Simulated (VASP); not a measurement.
Br, 4 atoms in the cell. It takes space group Cmce (No. 64, orthorhombic). Conventional cell: a = 6.726 Å, b = 4.645 Å, c = 8.702 Å, α = 90.00°, β = 90.00°, γ = 90.00°. Within 3.0 Å of Br (site symmetry m) lie 1 Br at 2.29 Å. 

| Quantity | Value |
| --- | --- |
| Program | VASP 6.6.1 |
| Task | relaxation of cell and atoms |
| Functional | PBEsol |
| Potentials or basis | VASP PAW PBE potentials, release 64 (Br) |
| Cutoff | 600 eV |
| k mesh | 7 × 7 × 3 |
| Occupations | fermi-dirac, width 0.05 eV |
| Spin | no spin polarisation |
| Target pressure | 2 GPa |
| Dipole correction | no |
| Further INCAR settings | ALGO = Normal; EDIFF = 1e-07; IBRION = 2; EDIFFG = -0.01; NSW = 60; ISIF = 3 |

Potentials or basis: VASP PAW PBE potentials, release 64 (Br).

The run is started by

```sh
$ cat potpaw_PBE.64/Br/POTCAR > POTCAR
$ mpirun -np 1 vasp_std > vasp.out
```

Hardware: 1 thread of Intel Xeon 6975P-C (shared host).

Problem. Estimate the wall time of this run.

Solution. Run time: 12 min on 1 thread of Intel Xeon 6975P-C, with other jobs on the host, peak memory 0.35 GiB. Counts: scf iterations 123, k points 32, ion steps 14.
